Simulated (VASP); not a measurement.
InSb, 2 atoms in the cell. The structure is cubic, space group F-43m (No. 216). Conventional cell: a = 6.297 Å, b = 6.297 Å, c = 6.297 Å, α = 90.00°, β = 90.00°, γ = 90.00°. Within 3.6 Å of In (site symmetry -43m) lie 4 Sb at 2.73 Å. Sb (site symmetry -43m) has 4 In at 2.73 Å within 3.6 Å.  This cell differs from its parent crystal: strain -4.0%.

- Program: VASP 6.6.1
- Task: single point
- Functional: PBE
- Potentials or basis: VASP PAW PBE potentials, release 64 (In_d, Sb)
- Cutoff: 520 eV
- k mesh: 6 × 6 × 6
- Occupations: fermi-dirac, width 0.02 eV
- Spin: no spin polarisation
- Dipole correction: no
- Further INCAR settings: ALGO = Normal; EDIFF = 1e-07; NBANDS = 16

Potentials or basis: VASP PAW PBE potentials, release 64 (In_d, Sb).

Launch:

```bash
$ cat potpaw_PBE.64/In_d/POTCAR potpaw_PBE.64/Sb/POTCAR > POTCAR
$ mpirun -np 1 vasp_std > vasp.out
```

Hardware: 1 thread of Intel(R) Xeon(R) Platinum 8375C CPU @ 2.90GHz (Ice Lake), with other jobs on the host.

How long does it take, and how much memory?

It took 29 s on 1 thread of Intel(R) Xeon(R) Platinum 8375C CPU @ 2.90GHz (Ice Lake), on a shared host, peak memory 0.21 GiB. Counts: scf iterations 14, k points 16.
